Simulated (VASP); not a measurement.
# Au (Fm-3m) in VASP: notebook

Runs on Au. Level: RPBE. Tasks: single point.

Program: VASP 6.6.1. These are calculated values, not measurements. Logs are shortened: lines on timing, memory, paths and dates and some standing lists are left out, and cuts for length are marked.

### Step 1. The cell of the first run

The structure is cubic, space group Fm-3m (No. 225). The conventional cell has a = 4.141 Å, b = 4.141 Å, c = 4.141 Å, α = 90.00°, β = 90.00°, γ = 90.00°. Within 3.9 Å of Au (site symmetry m-3m) lie 12 Au at 2.93 Å.

### Step 2. Single point, RPBE (volume scaled by 0.96)

INCAR

```
ALGO = Normal
EDIFF = 1E-7
ENCUT = 520
GGA = RP
ISIF = 2
ISMEAR = -1
LASPH = True
LCHARG = False
LREAL = False
LWAVE = False
NBANDS = 12
NELM = 80
PREC = Accurate
SIGMA = 0.1
```

KPOINTS

```
k-points
0
Gamma
  21 21 21
```

POSCAR

```
Au
1.0
    0.0000000000      2.0705727280      2.0705727280
    2.0705727280      0.0000000000      2.0705727280
    2.0705727280      2.0705727280      0.0000000000
Au
1
Direct
    0.0000000000      0.0000000000      0.0000000000
```

Potentials or basis: VASP PAW PBE potentials, release 64 (Au).

On the command line:

```bash
$ cat potpaw_PBE.64/Au/POTCAR > POTCAR
$ mpirun -np 1 vasp_std > vasp.out
```

OUTCAR:

```text
EDIFF = 1E-7
   ENCUT = 520
   GGA = RP
   ISIF = 2
   ISMEAR = -1
   LASPH = True
   LREAL = False
   NELM = 80
   PREC = Accurate

 ion  position               nearest neighbor table
   1  0.000  0.000  0.000-

  LATTYP: Found a face centered cubic cell.
 ALAT       =     4.1411454560

  Lattice vectors:

 A1 = (   0.0000000000,   2.0705727280,   2.0705727280)
 A2 = (   2.0705727280,   0.0000000000,   2.0705727280)
 A3 = (   2.0705727280,   2.0705727280,   0.0000000000)

Analysis of symmetry for initial positions (statically):
=====================================================================
 Subroutine PRICEL returns:
 Original cell was already a primitive cell.

 Routine SETGRP: Setting up the symmetry group for a
 face centered cubic supercell.

 Subroutine GETGRP returns: Found 48 space group operations
 (whereof 48 operations were pure point group operations)
 out of a pool of 48 trial point group operations.

The static configuration has the point symmetry O_h .

Analysis of symmetry for dynamics (positions and initial velocities):
=====================================================================
 Subroutine PRICEL returns:
 Original cell was already a primitive cell.

 Routine SETGRP: Setting up the symmetry group for a
 face centered cubic supercell.

 Subroutine GETGRP returns: Found 48 space group operations
 (whereof 48 operations were pure point group operations)
 out of a pool of 48 trial point group operations.

The dynamic configuration has the point symmetry O_h .

 Subroutine INISYM returns: Found 48 space group operations
 (whereof 48 operations are pure point group operations),
 and found     1 'primitive' translations

----------------------------------------------------------------------------------------

                                     Primitive cell

  volume of cell :      17.7542

  direct lattice vectors                    reciprocal lattice vectors
     0.000000000  2.070572728  2.070572728    -0.241479081  0.241479081  0.241479081
     2.070572728  0.000000000  2.070572728     0.241479081 -0.241479081  0.241479081
     2.070572728  2.070572728  0.000000000     0.241479081  0.241479081 -0.241479081

  length of vectors
     2.928232034  2.928232034  2.928232034     0.418254038  0.418254038  0.418254038

  position of ions in fractional coordinates (direct lattice)
     0.000000000  0.000000000  0.000000000

  ion indices of the primitive-cell ions
   primitive index   ion index
                 1           1

----------------------------------------------------------------------------------------

 KPOINTS: k-points

Automatic generation of k-mesh.
 Grid dimensions read from file:
 generate k-points for:   21   21   21

 Generating k-lattice:

  Cartesian coordinates                     Fractional coordinates (reciprocal lattice)
    -0.011499004  0.011499004  0.011499004     0.047619048  0.000000000  0.000000000
     0.011499004 -0.011499004  0.011499004     0.000000000  0.047619048  0.000000000
     0.011499004  0.011499004 -0.011499004     0.000000000  0.000000000  0.047619048

  Length of vectors
     0.019916859  0.019916859  0.019916859

  Shift w.r.t. Gamma in fractional coordinates (k-lattice)
     0.000000000  0.000000000  0.000000000

 Subroutine IBZKPT returns following result:
 ===========================================

 Found    286 irreducible k-points:

 Following reciprocal coordinates:
            Coordinates               Weight
  0.000000  0.000000  0.000000      1.000000
  0.047619  0.000000  0.000000      8.000000
  0.095238  0.000000  0.000000      8.000000
  0.142857  0.000000  0.000000      8.000000
  0.190476  0.000000  0.000000      8.000000
  0.238095  0.000000  0.000000      8.000000
[... 16 lines left out ...]
 -0.428571  0.047619  0.000000     24.000000
 -0.380952  0.047619  0.000000     24.000000
 [... further k-points ...]
   k-points           NKPTS =    286   k-points in BZ     NKDIM =    286   number of bands    NBANDS=     12
   number of dos      NEDOS =    301   number of ions     NIONS =      1
   total plane-waves  NPLWV =  13824
   dimension x,y,z NGX =    24 NGY =   24 NGZ =   24
   dimension x,y,z NGXF=    48 NGYF=   48 NGZF=   48
   ions per type =               1
   NGX,Y,Z   is equivalent  to a cutoff of  13.63, 13.63, 13.63 a.u.
   NGXF,Y,Z  is equivalent  to a cutoff of  27.25, 27.25, 27.25 a.u.
 SYSTEM =  unknown system
   PREC   = accura    normal or accurate (medium, high low for compatibility)
   ISTART =      0    job   : 0-new  1-cont  2-samecut
   ICHARG =      2    charge: 1-file 2-atom 10-const
   ISPIN  =      1    spin polarized calculation?
   LNONCOLLINEAR =      F non collinear calculations
   LSORBIT =      F    spin-orbit coupling
   LASPH  =      T    aspherical Exc in radial PAW
   ENCUT  =  520.0 eV  38.22 Ry    6.18 a.u.   5.44  5.44  5.44*2*pi/ulx,y,z
   NELM   =     80;   NELMIN=  2; NELMDL= -5     # of ELM steps
   EDIFF  = 0.1E-06   stopping-criterion for ELM
   LREAL  =      F    real-space projection
   EDIFFG = 0.1E-05   stopping-criterion for IOM
   NSW    =      0    number of steps for IOM
   IBRION =     -1    ionic relax: 0-MD 1-quasi-New 2-CG
   NFREE  =      0    steps in history (QN), initial steepest desc. (CG)
   ISIF   =      2    stress and relaxation
   ISYM   =      2    0-nonsym 1-usesym 2-fastsym
   POTIM  = 0.5000    time-step for ionic-motion
   TEBEG  =    0.0;   TEEND  =   0.0 temperature during run
   PSTRESS=    0.0 pullay stress
   NELECT =      11.0000    total number of electrons
   NUPDOWN=      -1.0000    fix difference up-down
   EMIN   =  10.00;   EMAX   =-10.00  energy-range for DOS
   EFERMI =   0.00;   METHOD = LEGACY
   ISMEAR =    -1;   SIGMA  =   0.10  broadening in eV -4-tet -1-fermi 0-gaus
   EFERMI_NEDOS =   21; number of points for ismear=-14 and -15
   IALGO  =     38    algorithm
   IMIX   =      4    mixing-type and parameters
     AMIX     =   0.40;   BMIX     =  1.00
     AMIX_MAG =   1.60;   BMIX_MAG =  1.00
  volume/ion in A,a.u.               =      17.75       119.81
  Fermi-wavevector in a.u.,A,eV,Ry     =   1.395635  2.637368 26.501394  1.947798
  Thomas-Fermi vector in A             =   2.519068
   LORBIT       =      0    0 simple, 1 ext, 2 COOP (PROOUT), +10 PAW based schemes
   GGA     = RP    functional components
   LHFCALC =     F    Hartree Fock is set to
   AEXX    =    0.0000 exact exchange contribution
   IVDW    =     0    specifies the selected vdW correction
   LEPSILON=     F    determine dielectric tensor
   LRPA    =     F    only Hartree local field effects (RPA)
 non-spin polarized calculation
  energy-cutoff  :      520.00
  volume of cell :       17.75
 maximum number of plane-waves:       531
 NGX is ok and might be reduce to    24
   NGX = 11   NGY = 11   NGZ = 11

 number of electron      11.0000002 magnetization

 Free energy of the ion-electron system (eV)
  ---------------------------------------------------
  ext. energy  EPLUGINS =         0.00000000
  ---------------------------------------------------
  free energy    TOTEN  =        -2.62815368 eV

  energy without entropy =       -2.61744770  energy(sigma->0) =       -2.62280069

 E-fermi :   8.9541     XC(G=0): -12.3829

 val. band max:        8.9537527093   @ k =  -0.3333   0.1905   0.0000
 cond. band min:       8.9672626402   @ k =  -0.3810   0.1429   0.0000
 fundamental gap:      0.0135099309
 Fermi energy:         8.9540961970

 k-point     1 :       0.0000    0.0000    0.0000
  band No.  band energies     occupation
      1      -0.4807      2.00000
      2       4.4273      2.00000
      3       4.4273      2.00000
      4       4.4273      2.00000
      5       5.8275      2.00000
      6       5.8275      2.00000
      7      23.4699      0.00000
      8      27.2632      0.00000
      9      27.2632      0.00000
     10      27.2632      0.00000
     11      32.0130      0.00000
     12      36.2322      0.00000

 k-point     2 :       0.0476    0.0000    0.0000
  band No.  band energies     occupation
      1      -0.4042      2.00000
      2       4.4033      2.00000
      3       4.4533      2.00000
      4       4.4533      2.00000
      5       5.8159      2.00000
      6       5.8159      2.00000
      7      23.5561      0.00000
      8      26.7182      0.00000
      9      27.3488      0.00000
     10      27.3488      0.00000
     11      32.4751      0.00000
     12      35.1816      0.00000

 k-point     3 :       0.0952    0.0000    0.0000
  band No.  band energies     occupation
      1      -0.1788      2.00000
      2       4.3392      2.00000
      3       4.5239      2.00000
      4       4.5239      2.00000
      5       5.7891      2.00000
      6       5.7891      2.00000
      7      23.7647      0.00000
      8      25.5194      0.00000
      9      27.5933      0.00000
     10      27.5933      0.00000
     11      32.5706      0.00000
     12      34.7545      0.00000
[... 286 lines left out ...]
 k-point    23 :      -0.4286    0.0476    0.0000
  band No.  band energies     occupation
      1       2.0327      2.00000
      2       4.3883      2.00000
      3       4.4512      2.00000
      4       6.5029      2.00000
      5       6.8045      2.00000
      6       7.9325      1.99993
      7      12.7022      0.00000
      8      23.0675      0.00000
      9      25.3682      0.00000
     10      26.0929      0.00000
     11      32.9647      0.00000
     12      33.1907      0.00000

 k-point    24 :      -0.3810    0.0476    0.0000
  band No.  band energies     occupation
      1       2.0182      2.00000
      2       4.4463      2.00000
      3       4.4993      2.00000
      4       6.0254      2.00000
      5       6.5996      2.00000
      6       7.2268      2.00000
      7      14.2374      0.00000
      8      23.2951      0.00000
      9      25.6130      0.00000
     10      26.7726      0.00000
     11      32.3242      0.00000
     12      32.8533      0.00000

 [... further k-points ...]

------------------------ aborting loop because EDIFF is reached ----------------------------------------

  FORCE on cell =-STRESS in cart. coord.  units (eV):
  Direction    XX          YY          ZZ          XY          YZ          ZX
  --------------------------------------------------------------------------------------
  -------------------------------------------------------------------------------------
  Total        0.5972514      0.5972514      0.5972514      0.0000000      0.0000000      0.0000000
  in kB       53.8972111     53.8972111     53.8972111      0.0000000      0.0000000      0.0000000
  external PRESSURE =      53.8972111 kB  Pullay stress =       0.0000000 kB

 VOLUME and BASIS-vectors are now :
 -----------------------------------------------------------------------------
  energy-cutoff  :      520.00
  volume of cell :       17.75
      direct lattice vectors                 reciprocal lattice vectors
     0.000000000  2.070572728  2.070572728    -0.241479081  0.241479081  0.241479081
     2.070572728  0.000000000  2.070572728     0.241479081 -0.241479081  0.241479081
     2.070572728  2.070572728  0.000000000     0.241479081  0.241479081 -0.241479081

 POSITION                                       TOTAL-FORCE (eV/Angst)
 -----------------------------------------------------------------------------------
      0.00000      0.00000      0.00000         0.000000      0.000000     -0.000000
 -----------------------------------------------------------------------------------
    total drift:                                0.000000     -0.000000     -0.000000

  FREE ENERGIE OF THE ION-ELECTRON SYSTEM (eV)
  ---------------------------------------------------
  free  energy   TOTEN  =        -2.6281536810 eV

  energy  without entropy=       -2.6174476965  energy(sigma->0) =       -2.62280069
```

Wall time 82 s (1 thread of AMD EPYC 7R43 (Zen 3), shared host); peak memory 0.15 GiB.

What came out:

```yaml
Free_energy: -2.6282 eV
Pressure: 5.4 GPa
```

Caveat: the cell differs from its parent crystal (volume scaled by 0.96); the PAW data sets were made with another functional, which shifts forces and pressure a little; spin-orbit coupling is left out, which moves the levels of the heavy elements.

### Step 3. Single point, RPBE

This run uses another cell than the first one, of 18.49 Å³/atom, 1.042 times its volume.

INCAR

```
PREC = Accurate
ENCUT = 520
EDIFF = 1E-6
ISMEAR = -1
SIGMA = 0.1
LREAL = F
LASPH = T
NELM = 60
ALGO = Normal
ISIF = 2
LWAVE = F
LCHARG = F
GGA = RP
NBANDS = 12
```

KPOINTS

```
Automatic mesh
0
Gamma
  21 21 21
```

POSCAR

```
Au
1.0
    0.0000000000      2.0989402630      2.0989402630
    2.0989402630      0.0000000000      2.0989402630
    2.0989402630      2.0989402630      0.0000000000
Au
1
Direct
    0.0000000000      0.0000000000      0.0000000000
```

Potentials or basis: VASP PAW PBE potentials, release 64 (Au).

On the command line:

```bash
$ cat potpaw_PBE.64/Au/POTCAR > POTCAR
$ mpirun -np 1 vasp_std > vasp.out
```

It took 70 s on 1 thread of AMD EPYC 7R43 (Zen 3), shared host; peak memory 0.15 GiB.

The run converged. Its results:

```
Free energy : -2.6403 eV
Pressure    : -0.1 GPa
```

Levels at points of the mesh, in eV from the Fermi level:
```
           k point  band 2  band 3  band 4  band 5  band 6  band 7  band 8  band 9  band 10  band 11
(0.00, 0.00, 0.00)   -4.32   -4.32   -4.32   -3.02   -3.02   14.55   18.11   18.11    18.11    22.74
```

Caveat: the PAW data sets were made with another functional, which shifts forces and pressure a little; spin-orbit coupling is left out, which moves the levels of the heavy elements.

### Step 4. Single point, RPBE

This run uses another cell than the first one, of 18.49 Å³/atom, 1.042 times its volume.

INCAR

```
SYSTEM = Au
ALGO = Normal
EDIFF = 1E-6
ENCUT = 520
GGA = RP
ISIF = 2
ISMEAR = -1
LASPH = .True.
LCHARG = .True.
LELF = .True.
LREAL = .False.
LVHAR = .True.
LWAVE = .False.
NBANDS = 12
NELM = 60
PREC = Accurate
SIGMA = 0.1
```

KPOINTS

```
k-points
0
Gamma
  21 21 21
  0 0 0
```

POSCAR is that of step 3.

On the command line:

```bash
$ cat potpaw_PBE.64/Au/POTCAR > POTCAR
$ mpirun -np 1 vasp_std > vasp.out
```

Run time: 78 s. Hardware: 1 thread of AMD EPYC 7R43 (Zen 3), shared host; peak memory 0.15 GiB.

Results (log left out):

```yaml
Free_energy: -2.6403 eV
Pressure: -0.1 GPa
```

Levels at points of the mesh, in eV from the Fermi level:
```
           k point  band 3  band 4  band 5  band 6  band 7  band 8  band 9  band 10
(0.00, 0.00, 0.00)   -4.32   -4.32   -3.02   -3.02   14.55   18.11   18.11    18.11
```

Caveat: the PAW data sets were made with another functional, which shifts forces and pressure a little; spin-orbit coupling is left out, which moves the levels of the heavy elements.

(Part 1 of 2 ends here.)
